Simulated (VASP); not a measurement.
# FeGe (P1) in VASP: notebook, part 2 of 2

VASP 6.6.1.

**4. Single point, r2SCAN, collinear spin, ferromagnetic start**

Contents of POSCAR:

```
FeGe
1.0
    3.0161728010      0.0000000000      0.0000000000
    0.0000000000      3.0161728010      0.0000000000
    0.0000000000      0.0000000000      3.0161728010
Fe Ge
1 1
Direct
    0.0000000000      0.0000000000      0.0000000000
    0.4633440200      0.4507515000      0.4535288900
```

Contents of INCAR.step1:

```
SYSTEM = FeGe
ALGO = Normal ; EDIFF = 1E-4
ENCUT = 520 ; GGA = PE
ISMEAR = 0 ; ISPIN = 2
LASPH = .TRUE. ; LCHARG = .FALSE.
LMAXMIX = 4 ; LREAL = .FALSE.
LWAVE = .TRUE. ; MAGMOM = 4 0
NBANDS = 22 ; NELM = 150
PREC = Accurate ; SIGMA = 0.05
```

Contents of INCAR.step2:

```
SYSTEM = FeGe
ALGO = Normal ; EDIFF = 1E-6
ENCUT = 520 ; ISIF = 2
ISMEAR = 0 ; ISPIN = 2
ISTART = 1 ; LASPH = .TRUE.
LCHARG = .FALSE. ; LMAXMIX = 4
LMIXTAU = .TRUE. ; LORBIT = 11
LREAL = .FALSE. ; LWAVE = .FALSE.
MAGMOM = 4 0 ; METAGGA = R2SCAN
NBANDS = 22 ; NELM = 150
PREC = Accurate ; SIGMA = 0.05
```

Contents of KPOINTS:

```
k-points
0
G
  3 3 3
  0 0 0
```

Potentials or basis: VASP PAW PBE potentials, release 64 (Fe, Ge_d).

Command:

```console
$ cat potpaw_PBE.64/Fe/POTCAR potpaw_PBE.64/Ge_d/POTCAR > POTCAR
$ cp INCAR.step1 INCAR
$ mpirun -np 1 vasp_std > vasp.out
$ cp INCAR.step2 INCAR
$ mpirun -np 1 vasp_std > vasp.out
```

OUTCAR:

```text
SYSTEM = FeGe
   EDIFF = 1E-6
   ENCUT = 520
   ISIF = 2
   ISMEAR = 0
   ISPIN = 2
   ISTART = 1
   LASPH = .TRUE.
   LORBIT = 11
   LREAL = .FALSE.
   METAGGA = R2SCAN
   NELM = 150
   PREC = Accurate

 ion  position               nearest neighbor table
   1  0.000  0.000  0.000-   2 2.38   2 2.52   2 2.55   2 2.56   2 2.68   2 2.69   2 2.72   2 2.84

   2  0.463  0.451  0.454-   1 2.38   1 2.52   1 2.55   1 2.56   1 2.68   1 2.69   1 2.72   1 2.84

  LATTYP: Found a simple cubic cell.
 ALAT       =     3.0161728010

  Lattice vectors:

 A1 = (   3.0161728010,   0.0000000000,   0.0000000000)
 A2 = (   0.0000000000,   3.0161728010,   0.0000000000)
 A3 = (   0.0000000000,   0.0000000000,   3.0161728010)

Analysis of symmetry for initial positions (statically):
=====================================================================
 Subroutine PRICEL returns:
 Original cell was already a primitive cell.

 Routine SETGRP: Setting up the symmetry group for a
 simple cubic supercell.

 Subroutine GETGRP returns: Found  1 space group operations
 (whereof  1 operations were pure point group operations)
 out of a pool of 48 trial point group operations.

The static configuration has the point symmetry C_1 .

Analysis of symmetry for dynamics (positions and initial velocities):
=====================================================================
 Subroutine PRICEL returns:
 Original cell was already a primitive cell.

 Routine SETGRP: Setting up the symmetry group for a
 simple cubic supercell.

 Subroutine GETGRP returns: Found  1 space group operations
 (whereof  1 operations were pure point group operations)
 out of a pool of 48 trial point group operations.

The dynamic configuration has the point symmetry C_1 .

Analysis of structural, dynamic, and magnetic symmetry:
=====================================================================
 Subroutine PRICEL returns:
 Original cell was already a primitive cell.

 Routine SETGRP: Setting up the symmetry group for a
 simple cubic supercell.

 Subroutine GETGRP returns: Found  1 space group operations
 (whereof  1 operations were pure point group operations)
 out of a pool of 48 trial point group operations.

The overall configuration has the point symmetry C_1 .

 Subroutine INISYM returns: Found  1 space group operations
 (whereof  1 operations are pure point group operations),
 and found     1 'primitive' translations

----------------------------------------------------------------------------------------

                                     Primitive cell

  volume of cell :      27.4390

  direct lattice vectors                    reciprocal lattice vectors
     3.016172801  0.000000000  0.000000000     0.331545991  0.000000000  0.000000000
     0.000000000  3.016172801  0.000000000     0.000000000  0.331545991  0.000000000
     0.000000000  0.000000000  3.016172801     0.000000000  0.000000000  0.331545991

  length of vectors
     3.016172801  3.016172801  3.016172801     0.331545991  0.331545991  0.331545991

  position of ions in fractional coordinates (direct lattice)
     0.000000000  0.000000000  0.000000000
     0.463344020  0.450751500  0.453528890

  ion indices of the primitive-cell ions
   primitive index   ion index
[... 55 lines left out ...]
   ISTART =      1    job   : 0-new  1-cont  2-samecut
   ICHARG =      0    charge: 1-file 2-atom 10-const
   ISPIN  =      2    spin polarized calculation?
   LNONCOLLINEAR =      F non collinear calculations
   LSORBIT =      F    spin-orbit coupling
   LASPH  =      T    aspherical Exc in radial PAW
   ENCUT  =  520.0 eV  38.22 Ry    6.18 a.u.   5.61  5.61  5.61*2*pi/ulx,y,z
   NELM   =    150;   NELMIN=  2; NELMDL=  0     # of ELM steps
   EDIFF  = 0.1E-05   stopping-criterion for ELM
   LREAL  =      F    real-space projection
   EDIFFG = 0.1E-04   stopping-criterion for IOM
   NSW    =      0    number of steps for IOM
   IBRION =     -1    ionic relax: 0-MD 1-quasi-New 2-CG
   NFREE  =      0    steps in history (QN), initial steepest desc. (CG)
   ISIF   =      2    stress and relaxation
   ISYM   =      2    0-nonsym 1-usesym 2-fastsym
   POTIM  = 0.5000    time-step for ionic-motion
   TEBEG  =    0.0;   TEEND  =   0.0 temperature during run
   PSTRESS=    0.0 pullay stress
   NELECT =      22.0000    total number of electrons
   NUPDOWN=      -1.0000    fix difference up-down
   EMIN   =  10.00;   EMAX   =-10.00  energy-range for DOS
   EFERMI =   0.00;   METHOD = LEGACY
   ISMEAR =     0;   SIGMA  =   0.05  broadening in eV -4-tet -1-fermi 0-gaus
   EFERMI_NEDOS =   21; number of points for ismear=-14 and -15
   IALGO  =     38    algorithm
   IMIX   =      4    mixing-type and parameters
     AMIX     =   0.40;   BMIX     =  1.00
     AMIX_MAG =   1.60;   BMIX_MAG =  1.00
  volume/ion in A,a.u.               =      13.72        92.58
  Fermi-wavevector in a.u.,A,eV,Ry     =   1.520873  2.874032 31.471003  2.313053
  Thomas-Fermi vector in A             =   2.629664
   LORBIT       =     11    0 simple, 1 ext, 2 COOP (PROOUT), +10 PAW based schemes
   METAGGA = R2SCAN    functional components
   LHFCALC =     F    Hartree Fock is set to
   AEXX    =    0.0000 exact exchange contribution
   IVDW    =     0    specifies the selected vdW correction
   LEPSILON=     F    determine dielectric tensor
   LRPA    =     F    only Hartree local field effects (RPA)
 spin polarized calculation
 Gauss-broadening in eV      SIGMA  =   0.05
  energy-cutoff  :      520.00
  volume of cell :       27.44
 maximum number of plane-waves:       748
 NGX is ok and might be reduce to    24
   NGX = 11   NGY = 11   NGZ = 11

 number of electron      22.0000004 magnetization       1.9259388

 Free energy of the ion-electron system (eV)
  ---------------------------------------------------
  ext. energy  EPLUGINS =         0.00000000
  ---------------------------------------------------
  free energy    TOTEN  =       -27.45857195 eV

  energy without entropy =      -27.45671962  energy(sigma->0) =      -27.45764579

 E-fermi :   7.2504     XC(G=0): -13.7530

 val. band max:        7.2259744081   @ k =   0.3333   0.3333   0.0000
 cond. band min:       7.4077392112   @ k =   0.0000   0.0000   0.0000
 fundamental gap:      0.1817648031
 Fermi energy:         7.2504102791

 spin component 1

 k-point     1 :       0.0000    0.0000    0.0000
  band No.  band energies     occupation
      1     -17.7616      1.00000
      2     -17.7609      1.00000
      3     -17.6788      1.00000
      4     -17.6707      1.00000
      5     -17.6699      1.00000
      6      -5.9771      1.00000
[... 339 lines left out ...]
     21      31.7358      0.00000
     22      34.7427      0.00000
 Fermi energy:         7.2504102791

 spin component 2

 k-point     1 :       0.0000    0.0000    0.0000
  band No.  band energies     occupation
      1     -17.7540      1.00000
      2     -17.7537      1.00000
      3     -17.6622      1.00000
      4     -17.6586      1.00000
      5     -17.6583      1.00000
      6      -6.1061      1.00000
[... 339 lines left out ...]
     21      32.2556      0.00000
     22      34.8503      0.00000

------------------------ aborting loop because EDIFF is reached ----------------------------------------

  FORCE on cell =-STRESS in cart. coord.  units (eV):
  Direction    XX          YY          ZZ          XY          YZ          ZX
  --------------------------------------------------------------------------------------
  -------------------------------------------------------------------------------------
  Total       -0.7548198     -0.8512641     -0.8521490      0.4085938      0.5215874      0.3914710
  in kB      -44.0742784    -49.7057046    -49.7573755     23.8579823     30.4557325     22.8581712
  external PRESSURE =     -47.8457862 kB  Pullay stress =       0.0000000 kB

 VOLUME and BASIS-vectors are now :
 -----------------------------------------------------------------------------
  energy-cutoff  :      520.00
  volume of cell :       27.44
      direct lattice vectors                 reciprocal lattice vectors
     3.016172801  0.000000000  0.000000000     0.331545991  0.000000000  0.000000000
     0.000000000  3.016172801  0.000000000     0.000000000  0.331545991  0.000000000
     0.000000000  0.000000000  3.016172801     0.000000000  0.000000000  0.331545991

 POSITION                                       TOTAL-FORCE (eV/Angst)
 -----------------------------------------------------------------------------------
      0.00000      0.00000      0.00000        -0.461051     -0.596105     -0.568622
      1.39753      1.35954      1.36792         0.461051      0.596105      0.568622
 -----------------------------------------------------------------------------------
    total drift:                               -0.005605      0.005659      0.004834

  FREE ENERGIE OF THE ION-ELECTRON SYSTEM (eV)
  ---------------------------------------------------
  free  energy   TOTEN  =       -27.4585719469 eV

  energy  without entropy=      -27.4567196242  energy(sigma->0) =      -27.45764579

 total charge

# of ion       s       p       d       tot
------------------------------------------
    1        0.389   0.409   6.333   7.130
    2        1.139   1.204  10.078  12.421
--------------------------------------------------
tot          1.528   1.613  16.410  19.551

 magnetization (x)

# of ion       s       p       d       tot
------------------------------------------
    1        0.010   0.009   1.951   1.970
    2        0.049  -0.043  -0.011  -0.005
--------------------------------------------------
tot          0.059  -0.034   1.939   1.965
```

Wall time 36 s (1 thread of Intel Xeon 6975P-C (Granite Rapids), shared host); peak memory 0.16 GiB.

What came out:

- Free energy: -27.4586 eV
- Pressure: -4.8 GPa
- Largest force: 0.944 eV/Å
- Net moment: 1.93 μB per cell
- Site moments: Fe +1.97; Ge -0.01 μB
- Valence electrons inside the program's atomic spheres: Fe 7.13; Ge 12.42

Forces in eV/Å, atoms in the order of the input:
```
Fe  -0.461 -0.596 -0.569
Ge   0.461  0.596  0.569
```

Caveat: the k points lie up to 0.69 Å⁻¹ apart; the PAW data sets were made with another functional, which shifts forces and pressure a little.
